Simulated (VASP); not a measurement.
# Cd (P6_3/mmc) in VASP: a series of runs

The runs below take Cd through single point, with PBE, LDA.

All numbers are computed with VASP 6.6.1; they aren't measurements. Logs are shortened: lines on timing, memory, paths and dates and some standing lists are left out, and cuts for length are marked.

### Step 1. The cell of the first run

It takes space group P6_3/mmc (No. 194, hexagonal). The conventional cell has a = 2.870 Å, b = 2.870 Å, c = 5.497 Å, α = 90.00°, β = 90.00°, γ = 120.00°. Cd (site symmetry -6m2) has 12 Cd at 2.87 to 3.21 Å within 3.8 Å.

### Step 2. Single point, PBE (strained)

Contents of INCAR:

```
SYSTEM = Cd
  PREC = Accurate
  ENCUT = 630
  EDIFF = 1E-6
  ISMEAR = 0
  SIGMA = 0.1
  LREAL = .FALSE.
  LASPH = .TRUE.
  NELM = 120
  ALGO = Normal
  ISIF = 2
  LWAVE = .FALSE.
  LCHARG = .FALSE.
  GGA = PE
  NBANDS = 27
  GGA_COMPAT = .FALSE.
```

Contents of KPOINTS:

```
Automatic mesh
0
G
  18 18 8
  0 0 0
```

Contents of POSCAR:

```
Cd
1.0
    2.8700245067      0.0000000000      0.0000000000
   -1.4350122533      2.4855141322      0.0000000000
    0.0000000000      0.0000000000      5.4966458190
Cd
2
Direct
    0.3333333333      0.6666666667      0.2500000000
    0.6666666667      0.3333333333      0.7500000000
```

Potentials or basis: VASP PAW PBE potentials, release 64 (Cd_sv_GW).

Started as:

```sh
cat potpaw_PBE.64/Cd_sv_GW/POTCAR > POTCAR
mpirun -np 1 vasp_std > vasp.out
```

OUTCAR:

```text
SYSTEM = Cd
   PREC = Accurate
   ENCUT = 630
   EDIFF = 1E-6
   ISMEAR = 0
   LREAL = .FALSE.
   LASPH = .TRUE.
   NELM = 120
   ISIF = 2
   GGA = PE

 ion  position               nearest neighbor table
   1  0.333  0.667  0.250-
   2  0.667  0.333  0.750-

  LATTYP: Found a hexagonal cell.
 ALAT       =     2.8700245067
 C/A-ratio  =     1.9151912488

  Lattice vectors:

 A1 = (   2.8700245067,   0.0000000000,   0.0000000000)
 A2 = (  -1.4350122533,   2.4855141322,   0.0000000000)
 A3 = (   0.0000000000,   0.0000000000,   5.4966458190)

Analysis of symmetry for initial positions (statically):
=====================================================================
 Subroutine PRICEL returns:
 Original cell was already a primitive cell.

 Routine SETGRP: Setting up the symmetry group for a
 hexagonal supercell.

 Subroutine GETGRP returns: Found 24 space group operations
 (whereof 12 operations were pure point group operations)
 out of a pool of 24 trial point group operations.

The static configuration has the point symmetry D_3d.
 The point group associated with its full space group is D_6h.

Analysis of symmetry for dynamics (positions and initial velocities):
=====================================================================
 Subroutine PRICEL returns:
 Original cell was already a primitive cell.

 Routine SETGRP: Setting up the symmetry group for a
 hexagonal supercell.

 Subroutine GETGRP returns: Found 24 space group operations
 (whereof 12 operations were pure point group operations)
 out of a pool of 24 trial point group operations.

The dynamic configuration has the point symmetry D_3d.
 The point group associated with its full space group is D_6h.

 Subroutine INISYM returns: Found 24 space group operations
 (whereof 12 operations are pure point group operations),
 and found     1 'primitive' translations

----------------------------------------------------------------------------------------

                                     Primitive cell

  volume of cell :      39.2102

  direct lattice vectors                    reciprocal lattice vectors
     2.870024507  0.000000000  0.000000000     0.348429081  0.201165623  0.000000000
    -1.435012253  2.485514132  0.000000000     0.000000000  0.402331247  0.000000000
     0.000000000  0.000000000  5.496645819     0.000000000  0.000000000  0.181929131

  length of vectors
     2.870024507  2.870024507  5.496645819     0.402331247  0.402331247  0.181929131

  position of ions in fractional coordinates (direct lattice)
     0.333333333  0.666666667  0.250000000
     0.666666667  0.333333333  0.750000000

  ion indices of the primitive-cell ions
   primitive index   ion index
                 1           1
                 2           2

----------------------------------------------------------------------------------------

 KPOINTS: Automatic mesh

Automatic generation of k-mesh.
 Grid dimensions read from file:
 generate k-points for:   18   18    8

 Generating k-lattice:

  Cartesian coordinates                     Fractional coordinates (reciprocal lattice)
     0.019357171  0.011175868  0.000000000     0.055555556  0.000000000  0.000000000
     0.000000000  0.022351736  0.000000000     0.000000000  0.055555556  0.000000000
     0.000000000  0.000000000  0.022741141     0.000000000  0.000000000  0.125000000

  Length of vectors
     0.022351736  0.022351736  0.022741141

  Shift w.r.t. Gamma in fractional coordinates (k-lattice)
     0.000000000  0.000000000  0.000000000

 Subroutine IBZKPT returns following result:
 ===========================================

 Found    185 irreducible k-points:

 Following reciprocal coordinates:
            Coordinates               Weight
  0.000000  0.000000  0.000000      1.000000
  0.055556  0.000000  0.000000      6.000000
  0.111111  0.000000  0.000000      6.000000
  0.166667  0.000000  0.000000      6.000000
  0.222222  0.000000  0.000000      6.000000
  0.277778  0.000000  0.000000      6.000000
[... 16 lines left out ...]
  0.333333  0.111111  0.000000     12.000000
  0.388889  0.111111  0.000000     12.000000
 [... further k-points ...]
   k-points           NKPTS =    185   k-points in BZ     NKDIM =    185   number of bands    NBANDS=     27
   number of dos      NEDOS =    301   number of ions     NIONS =      2
   total plane-waves  NPLWV =  27648
   dimension x,y,z NGX =    24 NGY =   24 NGZ =   48
   dimension x,y,z NGXF=    48 NGYF=   48 NGZF=   96
   ions per type =               2
   NGX,Y,Z   is equivalent  to a cutoff of  13.90, 13.90, 14.52 a.u.
   NGXF,Y,Z  is equivalent  to a cutoff of  27.80, 27.80, 29.04 a.u.
 SYSTEM =  Cd
   PREC   = accura    normal or accurate (medium, high low for compatibility)
   ISTART =      0    job   : 0-new  1-cont  2-samecut
   ICHARG =      2    charge: 1-file 2-atom 10-const
   ISPIN  =      1    spin polarized calculation?
   LNONCOLLINEAR =      F non collinear calculations
   LSORBIT =      F    spin-orbit coupling
   LASPH  =      T    aspherical Exc in radial PAW
   ENCUT  =  630.0 eV  46.30 Ry    6.80 a.u.   5.87  5.87 11.25*2*pi/ulx,y,z
   NELM   =    120;   NELMIN=  2; NELMDL= -5     # of ELM steps
   EDIFF  = 0.1E-05   stopping-criterion for ELM
   LREAL  =      F    real-space projection
   EDIFFG = 0.1E-04   stopping-criterion for IOM
   NSW    =      0    number of steps for IOM
   IBRION =     -1    ionic relax: 0-MD 1-quasi-New 2-CG
   NFREE  =      0    steps in history (QN), initial steepest desc. (CG)
   ISIF   =      2    stress and relaxation
   ISYM   =      2    0-nonsym 1-usesym 2-fastsym
   POTIM  = 0.5000    time-step for ionic-motion
   TEBEG  =    0.0;   TEEND  =   0.0 temperature during run
   PSTRESS=    0.0 pullay stress
   NELECT =      40.0000    total number of electrons
   NUPDOWN=      -1.0000    fix difference up-down
   EMIN   =  10.00;   EMAX   =-10.00  energy-range for DOS
   EFERMI =   0.00;   METHOD = LEGACY
   ISMEAR =     0;   SIGMA  =   0.10  broadening in eV -4-tet -1-fermi 0-gaus
   EFERMI_NEDOS =   21; number of points for ismear=-14 and -15
   IALGO  =     38    algorithm
   IMIX   =      4    mixing-type and parameters
     AMIX     =   0.40;   BMIX     =  1.00
     AMIX_MAG =   1.60;   BMIX_MAG =  1.00
  volume/ion in A,a.u.               =      19.61       132.30
  Fermi-wavevector in a.u.,A,eV,Ry     =   1.648017  3.114300 36.952870  2.715959
  Thomas-Fermi vector in A             =   2.737378
   LORBIT       =      0    0 simple, 1 ext, 2 COOP (PROOUT), +10 PAW based schemes
   GGA     = PE    functional components
   LHFCALC =     F    Hartree Fock is set to
   AEXX    =    0.0000 exact exchange contribution
   IVDW    =     0    specifies the selected vdW correction
   LEPSILON=     F    determine dielectric tensor
   LRPA    =     F    only Hartree local field effects (RPA)
 non-spin polarized calculation
 Gauss-broadening in eV      SIGMA  =   0.10
  energy-cutoff  :      630.00
  volume of cell :       39.21
 maximum number of plane-waves:      1424
 NGX is ok and might be reduce to    24
   NGX = 11   NGY = 11   NGZ = 23

 number of electron      40.0000018 magnetization

 Free energy of the ion-electron system (eV)
  ---------------------------------------------------
  ext. energy  EPLUGINS =         0.00000000
  ---------------------------------------------------
  free energy    TOTEN  =        -1.40427223 eV

  energy without entropy =       -1.40247568  energy(sigma->0) =       -1.40337395

 E-fermi :   7.7114     XC(G=0): -11.8352

 val. band max:        7.6826103856   @ k =   0.3333   0.1111   0.0000
 cond. band min:       7.7366960378   @ k =   0.3333   0.2778   0.5000
 fundamental gap:      0.0540856522
 Fermi energy:         7.7114316847

 k-point     1 :       0.0000    0.0000    0.0000
  band No.  band energies     occupation
      1     -95.7380      2.00000
      2     -95.7363      2.00000
      3     -56.7868      2.00000
      4     -56.7588      2.00000
      5     -56.7367      2.00000
      6     -56.7367      2.00000
[... 19 lines left out ...]
     26      23.6144      0.00000
     27      23.6157      0.00000

 k-point     2 :       0.0556    0.0000    0.0000
  band No.  band energies     occupation
      1     -95.7378      2.00000
      2     -95.7361      2.00000
      3     -56.7864      2.00000
      4     -56.7587      2.00000
      5     -56.7393      2.00000
      6     -56.7374      2.00000
[... 19 lines left out ...]
     26      23.0850      0.00000
     27      23.6190      0.00000

 k-point     3 :       0.1111    0.0000    0.0000
  band No.  band energies     occupation
      1     -95.7371      2.00000
      2     -95.7355      2.00000
      3     -56.7850      2.00000
      4     -56.7585      2.00000
      5     -56.7466      2.00000
      6     -56.7438      2.00000
[... 19 lines left out ...]
     26      23.0036      0.00000
     27      23.8279      0.00000

 k-point     4 :       0.1667    0.0000    0.0000
  band No.  band energies     occupation
      1     -95.7361      2.00000
      2     -95.7345      2.00000
      3     -56.7829      2.00000
      4     -56.7581      2.00000
      5     -56.7577      2.00000
      6     -56.7549      2.00000
[... 19 lines left out ...]
     26      22.0150      0.00000
     27      22.4750      0.00000

 k-point     5 :       0.2222    0.0000    0.0000
  band No.  band energies     occupation
      1     -95.7348      2.00000
      2     -95.7334      2.00000
      3     -56.7802      2.00000
      4     -56.7713      2.00000
      5     -56.7685      2.00000
      6     -56.7579      2.00000
[... 19 lines left out ...]
     26      20.5235      0.00000
     27      21.8217      0.00000

 k-point     6 :       0.2778    0.0000    0.0000
  band No.  band energies     occupation
      1     -95.7334      2.00000
      2     -95.7322      2.00000
      3     -56.7858      2.00000
      4     -56.7830      2.00000
      5     -56.7771      2.00000
      6     -56.7577      2.00000
[... 444 lines left out ...]
      1     -95.7330      2.00000
      2     -95.7319      2.00000
      3     -56.7869      2.00000
      4     -56.7851      2.00000
      5     -56.7761      2.00000
      6     -56.7577      2.00000
[... 19 lines left out ...]
     26      20.7308      0.00000
     27      20.8804      0.00000

 k-point    22 :       0.2778    0.1111    0.0000
  band No.  band energies     occupation
      1     -95.7318      2.00000
      2     -95.7309      2.00000
      3     -56.7989      2.00000
      4     -56.7966      2.00000
      5     -56.7730      2.00000
      6     -56.7581      2.00000
[... 19 lines left out ...]
     26      20.2211      0.00000
     27      20.2395      0.00000

 k-point    23 :       0.3333    0.1111    0.0000
  band No.  band energies     occupation
      1     -95.7308      2.00000
      2     -95.7300      2.00000
      3     -56.8086      2.00000
      4     -56.8060      2.00000
      5     -56.7703      2.00000
      6     -56.7618      2.00000
[... 19 lines left out ...]
     26      19.6916      0.00000
     27      19.8775      0.00000

 k-point    24 :       0.3889    0.1111    0.0000
  band No.  band energies     occupation
      1     -95.7301      2.00000
      2     -95.7295      2.00000
      3     -56.8149      2.00000
      4     -56.8121      2.00000
      5     -56.7682      2.00000
      6     -56.7643      2.00000
[... 19 lines left out ...]
     26      19.3488      0.00000
     27      19.6578      0.00000

 [... further k-points ...]

------------------------ aborting loop because EDIFF is reached ----------------------------------------

  FORCE on cell =-STRESS in cart. coord.  units (eV):
  Direction    XX          YY          ZZ          XY          YZ          ZX
  --------------------------------------------------------------------------------------
  -------------------------------------------------------------------------------------
  Total        2.9964850      2.9964850      1.9250941      0.0000000      0.0000000      0.0000000
  in kB      122.4399369    122.4399369     78.6616310      0.0000000      0.0000000      0.0000000
  external PRESSURE =     107.8471683 kB  Pullay stress =       0.0000000 kB

 VOLUME and BASIS-vectors are now :
 -----------------------------------------------------------------------------
  energy-cutoff  :      630.00
  volume of cell :       39.21
      direct lattice vectors                 reciprocal lattice vectors
     2.870024507  0.000000000  0.000000000     0.348429081  0.201165623  0.000000000
    -1.435012253  2.485514132  0.000000000     0.000000000  0.402331247  0.000000000
     0.000000000  0.000000000  5.496645819     0.000000000  0.000000000  0.181929131

 POSITION                                       TOTAL-FORCE (eV/Angst)
 -----------------------------------------------------------------------------------
     -0.00000      1.65701      1.37416        -0.000000      0.000000      0.000000
      1.43501      0.82850      4.12248         0.000000      0.000000     -0.000000
 -----------------------------------------------------------------------------------
    total drift:                               -0.000000      0.000000      0.000000

  FREE ENERGIE OF THE ION-ELECTRON SYSTEM (eV)
  ---------------------------------------------------
  free  energy   TOTEN  =        -1.4042722264 eV

  energy  without entropy=       -1.4024756783  energy(sigma->0) =       -1.40337395
```

Wall time 74 s (1 thread of Intel Xeon 6975P-C (Granite Rapids), shared host); peak memory 0.36 GiB.

What came out:

```yaml
Free_energy: -1.4043 eV
Pressure: 10.8 GPa
Band_gap_on_the_k_mesh: zero (bands 20 and 21 overlap by 4.85 eV)
```

Levels at points of the mesh, in eV from the Fermi level:
```csv
k point,band 16,band 17,band 18,band 19,band 20,band 21,band 22,band 23,band 24,band 25
"(0.00, 0.00, 0.00)",-8.96,-8.96,-8.68,-8.68,-3.66,-3.21,10.33,13.99,15.23,15.39
"(0.50, 0.00, 0.00)",-8.73,-8.34,-8.32,-2.66,-1.88,2.02,2.99,3.59,5.40,8.77
"(0.00, 0.00, 0.50)",-8.80,-8.80,-8.80,-8.03,-8.03,3.62,3.62,14.28,14.28,16.70
"(0.50, 0.00, 0.50)",-8.71,-8.33,-8.33,-1.89,-1.89,0.32,0.32,8.16,8.16,10.53
```

Caveat: the cell differs from its parent crystal (strained); the cell stands under pressure.

[end of part 1 of 2]

The gap in the log of VASP goes by the Fermi energy; the results here count the filled bands.